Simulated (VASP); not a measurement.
# WSe2 (g.A) in VASP: single point with PBEsol+D3(BJ)

Aim: the single point of WSe2 (g.A) with PBEsol+D3(BJ).

Program: VASP 6.6.1. These are calculated values, not measurements. Logs are shortened: lines on timing, memory, paths and dates and some standing lists are left out, and cuts for length are marked.

### Step 1. The cell of the first run

The cell holds a sheet with vacuum, 3 atoms: a = 3.240 Å, b = 3.240 Å, c = 30.520 Å, α = 90.00°, β = 90.00°, γ = 120.00°.

### Step 2. Single point, PBEsol+D3(BJ)

Contents of INCAR:

```
SYSTEM = WSe2
ALGO     = Normal         ! electronic algorithm
DIPOL    = 0.5 0.5 0.284
EDIFF    = 1E-6           ! SCF threshold, eV
ENCUT    = 400            ! plane-wave cutoff, eV
GGA      = PS             ! functional
GGA_COMPAT= .FALSE.      
IDIPOL   = 3            
ISIF     = 2              ! what is computed and relaxed
ISMEAR   = 0              ! smearing method
IVDW     = 12             ! dispersion correction
LASPH    = .TRUE.         ! aspherical terms in the spheres
LCHARG   = .TRUE.         ! write CHGCAR
LDIPOL   = .TRUE.       
LELF     = .TRUE.         ! ELF
LREAL    = .FALSE.        ! projectors in reciprocal space
LVACPOTAV= .TRUE.       
LVHAR    = .TRUE.       
LWAVE    = .FALSE.        ! write WAVECAR
NBANDS   = 20             ! bands
NELM     = 120            ! most SCF steps
NELMDL   = -8           
PREC     = Accurate       ! precision mode
SIGMA    = 0.03           ! smearing width, eV
```

Contents of KPOINTS:

```
k-points
0
G
  12 12 1
  0 0 0
```

Contents of POSCAR:

```
WSe2
1.0
    3.2404361318      0.0000000000      0.0000000000
   -1.6202180659      2.8063000095      0.0000000000
    0.0000000000      0.0000000000     30.5199999966
Se W
2 1
Direct
    0.6666666667      0.3333333333      0.2293367555
    0.6666666667      0.3333333333      0.3394705840
    0.3333333333      0.6666666667      0.2844036698
```

Potentials or basis: VASP PAW PBE potentials, release 64 (Se, W_sv).

Started as:

```console
cat potpaw_PBE.64/Se/POTCAR potpaw_PBE.64/W_sv/POTCAR > POTCAR
mpirun -np 1 vasp_std > vasp.out
```

OUTCAR:

```text
SYSTEM = WSe2
   EDIFF = 1E-6
   ENCUT = 400
   GGA = PS
   ISIF = 2
   ISMEAR = 0
   IVDW = 12
   LASPH = .TRUE.
   LREAL = .FALSE.
   NELM = 120
   NELMDL = -8
   PREC = Accurate
 IVDW          = 12

 ion  position               nearest neighbor table
   1  0.667  0.333  0.229-   3 2.51   3 2.51   3 2.51
   2  0.667  0.333  0.339-   3 2.51   3 2.51   3 2.51
   3  0.333  0.667  0.284-   2 2.51   2 2.51   2 2.51   1 2.51   1 2.51   1 2.51

  LATTYP: Found a hexagonal cell.
 ALAT       =     3.2404361318
 C/A-ratio  =     9.4184852764

  Lattice vectors:

 A1 = (   3.2404361318,   0.0000000000,   0.0000000000)
 A2 = (  -1.6202180659,   2.8063000095,   0.0000000000)
 A3 = (   0.0000000000,   0.0000000000,  30.5199999966)

Analysis of symmetry for initial positions (statically):
=====================================================================
 Subroutine PRICEL returns:
 Original cell was already a primitive cell.

 Routine SETGRP: Setting up the symmetry group for a
 hexagonal supercell.

 Subroutine GETGRP returns: Found 12 space group operations
 (whereof  6 operations were pure point group operations)
 out of a pool of 24 trial point group operations.

The static configuration has the point symmetry C_3v.
 The point group associated with its full space group is D_3h.

Analysis of symmetry for dynamics (positions and initial velocities):
=====================================================================
 Subroutine PRICEL returns:
 Original cell was already a primitive cell.

 Routine SETGRP: Setting up the symmetry group for a
 hexagonal supercell.

 Subroutine GETGRP returns: Found 12 space group operations
 (whereof  6 operations were pure point group operations)
 out of a pool of 24 trial point group operations.

The dynamic configuration has the point symmetry C_3v.
 The point group associated with its full space group is D_3h.

 Subroutine INISYM returns: Found 12 space group operations
 (whereof  6 operations are pure point group operations),
 and found     1 'primitive' translations

----------------------------------------------------------------------------------------

                                     Primitive cell

  volume of cell :     277.5378

  direct lattice vectors                    reciprocal lattice vectors
     3.240436132  0.000000000  0.000000000     0.308600435  0.178170544  0.000000000
[... 85 lines left out ...]
   NSW    =      0    number of steps for IOM
   IBRION =     -1    ionic relax: 0-MD 1-quasi-New 2-CG
   NFREE  =      0    steps in history (QN), initial steepest desc. (CG)
   ISIF   =      2    stress and relaxation
   ISYM   =      2    0-nonsym 1-usesym 2-fastsym
   POTIM  = 0.5000    time-step for ionic-motion
   TEBEG  =    0.0;   TEEND  =   0.0 temperature during run
   PSTRESS=    0.0 pullay stress
   NELECT =      26.0000    total number of electrons
   NUPDOWN=      -1.0000    fix difference up-down
   EMIN   =  10.00;   EMAX   =-10.00  energy-range for DOS
   EFERMI =   0.00;   METHOD = LEGACY
   ISMEAR =     0;   SIGMA  =   0.03  broadening in eV -4-tet -1-fermi 0-gaus
   EFERMI_NEDOS =   21; number of points for ismear=-14 and -15
   IALGO  =     38    algorithm
   IMIX   =      4    mixing-type and parameters
     AMIX     =   0.40;   BMIX     =  1.00
     AMIX_MAG =   1.60;   BMIX_MAG =  1.00
  volume/ion in A,a.u.               =      92.51       624.31
  Fermi-wavevector in a.u.,A,eV,Ry     =   0.743519  1.405047  7.521574  0.552820
  Thomas-Fermi vector in A             =   1.838653
   LORBIT       =      0    0 simple, 1 ext, 2 COOP (PROOUT), +10 PAW based schemes
   GGA     = PS    functional components
   LHFCALC =     F    Hartree Fock is set to
   AEXX    =    0.0000 exact exchange contribution
   IVDW    =    12    specifies the selected vdW correction
   LEPSILON=     F    determine dielectric tensor
   LRPA    =     F    only Hartree local field effects (RPA)
 non-spin polarized calculation
 Gauss-broadening in eV      SIGMA  =   0.03
  energy-cutoff  :      400.00
  volume of cell :      277.54
 maximum number of plane-waves:      5075
 NGX is ok and might be reduce to    24
   NGX = 11   NGY = 11   NGZ = 99

 dipolmoment           0.000000      0.000000     -0.000017 electrons x Angstroem

 number of electron      26.0000003 magnetization

 dipolmoment           0.000000      0.000000      0.000003 electrons x Angstroem

 Free energy of the ion-electron system (eV)
  ---------------------------------------------------
  ext. energy  EPLUGINS =         0.00000000
  ---------------------------------------------------
  free energy    TOTEN  =       -23.22463668 eV

  energy without entropy =      -23.22463668  energy(sigma->0) =      -23.22463668

 E-fermi :  -2.5107     XC(G=0):  -2.6920

 val. band max:       -2.7152763002   @ k =   0.3333   0.3333   0.0000
 cond. band min:      -1.0654874247   @ k =   0.1667   0.1667   0.0000
 fundamental gap:      1.6497888755
 Fermi energy:        -2.5107305730

 k-point     1 :       0.0000    0.0000    0.0000
  band No.  band energies     occupation
      1     -76.6227      2.00000
      2     -40.9117      2.00000
      3     -40.7296      2.00000
      4     -40.7296      2.00000
      5     -17.7165      2.00000
      6     -16.4163      2.00000
[... 426 lines left out ...]
     19       3.9111      0.00000
     20       6.0070      0.00000

------------------------ aborting loop because EDIFF is reached ----------------------------------------

 Edisp (eV)   -0.87573

 E8    (eV) :    -0.6110

  FORCE on cell =-STRESS in cart. coord.  units (eV):
  Direction    XX          YY          ZZ          XY          YZ          ZX
  --------------------------------------------------------------------------------------
  -------------------------------------------------------------------------------------
  Total       0.13027     0.13027     0.19112     0.00000    -0.00000     0.00000
  in kB       0.75202     0.75202     1.10331     0.00000    -0.00000     0.00000
  external pressure =        0.87 kB  Pullay stress =        0.00 kB

 VOLUME and BASIS-vectors are now :
 -----------------------------------------------------------------------------
  energy-cutoff  :      400.00
  volume of cell :      277.54
      direct lattice vectors                 reciprocal lattice vectors
     3.240436132  0.000000000  0.000000000     0.308600435  0.178170544  0.000000000
    -1.620218066  2.806300010  0.000000000     0.000000000  0.356341088  0.000000000
     0.000000000  0.000000000 30.519999997     0.000000000  0.000000000  0.032765400

 POSITION                                       TOTAL-FORCE (eV/Angst)
 -----------------------------------------------------------------------------------
      1.62022      0.93543      6.99936        -0.000000     -0.000000     -0.065522
      1.62022      0.93543     10.36064         0.000000      0.000000      0.065522
     -0.00000      1.87087      8.68000         0.000000     -0.000000      0.000000
 -----------------------------------------------------------------------------------
    total drift:                                0.000000     -0.000000      0.000180

  FREE ENERGIE OF THE ION-ELECTRON SYSTEM (eV)
  ---------------------------------------------------
  free  energy   TOTEN  =       -24.1003708021 eV

  energy  without entropy=      -24.1003708021  energy(sigma->0) =      -24.10037080

 vacuum level on the upper side and lower side of the slab         2.396         2.396
```

Wall time 92 s (1 thread of Intel Xeon 6975P-C (Granite Rapids), shared host); peak memory 0.36 GiB.

Results:

```yaml
Free_energy: -24.1004 eV
Largest_force: 0.066 eV/Å
Band_gap_on_the_k_mesh: 1.65 eV, indirect (least direct gap 1.81 eV)
Dispersion_energy_per_atom: -0.292 eV
```

Forces on the atoms (eV/Å):
```
Se   0.000  0.000 -0.066
Se   0.000  0.000  0.066
W    0.000  0.000  0.000
```

Levels at points of the mesh, in eV from the valence-band top:
| k point | band 10 | band 11 | band 12 | band 13 | band 14 | band 15 | band 16 | band 17 |
| --- | --- | --- | --- | --- | --- | --- | --- | --- |
| (0.00, 0.00, 0.00) | -2.29 | -1.10 | -1.10 | -0.52 | 3.15 | 3.15 | 3.33 | 3.33 |
| (0.50, 0.00, 0.00) | -2.99 | -2.26 | -1.05 | -0.77 | 2.65 | 2.91 | 3.78 | 4.55 |

Caveat: the PAW data sets were made with another functional, which shifts forces and pressure a little; spin-orbit coupling is left out, which moves the levels of the heavy elements.
